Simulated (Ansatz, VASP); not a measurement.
CdTe: VASP beside Ansatz

File INCAR:

```
PREC     = Accurate       # precision mode
ENCUT    = 520            # plane-wave cutoff, eV
EDIFF    = 1E-6           # SCF threshold, eV
ISMEAR   = 0              # smearing method
SIGMA    = 0.05           # smearing width, eV
LREAL    = False          # projectors in reciprocal space
LASPH    = True           # aspherical terms in the spheres
NELM     = 80             # most SCF steps
ALGO     = Normal         # electronic algorithm
ISIF     = 2              # what is computed and relaxed
LWAVE    = False          # write WAVECAR
LCHARG   = False          # write CHGCAR
NBANDS   = 16             # bands
```

The input KPOINTS:

```
regular mesh
0
Gamma
  10 10 10
```

File POSCAR:

```
CdTe
1.0
    0.0000000000      3.3090893088      3.3090893088
    3.3090893088      0.0000000000      3.3090893088
    3.3090893088      3.3090893088      0.0000000000
Cd Te
1 1
Direct
    0.0000000000      0.0000000000      0.0000000000
    0.2500000000      0.2500000000      0.2500000000
```

Input for Ansatz:

```yaml
crystal:
  lattice:
    - [0.0, 3.3090893088, 3.3090893088]
    - [3.3090893088, 0.0, 3.3090893088]
    - [3.3090893088, 3.3090893088, 0.0]
  atoms:
    - { symbol: Cd, position: [0.0, 0.0, 0.0] }
    - { symbol: Te, position: [0.25, 0.25, 0.25] }
basis:
  ecutwfc: 420
  ecutrho_ratio: 4
kpoints:
  mp_grid: { grid: [10, 10, 10] }
hamiltonian:
  xc: lda
scf:
  occupations: { method: gaussian, width: 0.05 }
output:
  forces: true
  stress: true
  eigenvalues: true
  populations: true
```

Alike in both runs: task single point; functional LDA; k mesh 10 × 10 × 10; occupations gaussian, width 0.05 eV; no spin polarisation.

```csv
,VASP,Ansatz
version,VASP 6.6.1,Ansatz 0.2.0
potentials or method,"VASP PAW LDA potentials, release 64 (Cd, Te), cutoff 520 eV","scalar-relativistic, plane waves, PAW"
valence electrons in the cell,18,36
```

```csv
,VASP,Ansatz,Ansatz less VASP
gap on the k mesh at the Fermi level (eV),0.37,0.33,-0.037
least direct gap on the mesh (eV),0.37,0.33,-0.037
pressure (GPa),-3.4,-3.5,-0.18
```

LDA's correlation is that of Perdew and Zunger in VASP and of Perdew and Wang (1992) in Ansatz. VASP's potentials hold 18 valence electrons a cell and Ansatz's 36, so a difference there can come from the potentials and not from the codes.

Spin-orbit coupling is off throughout.
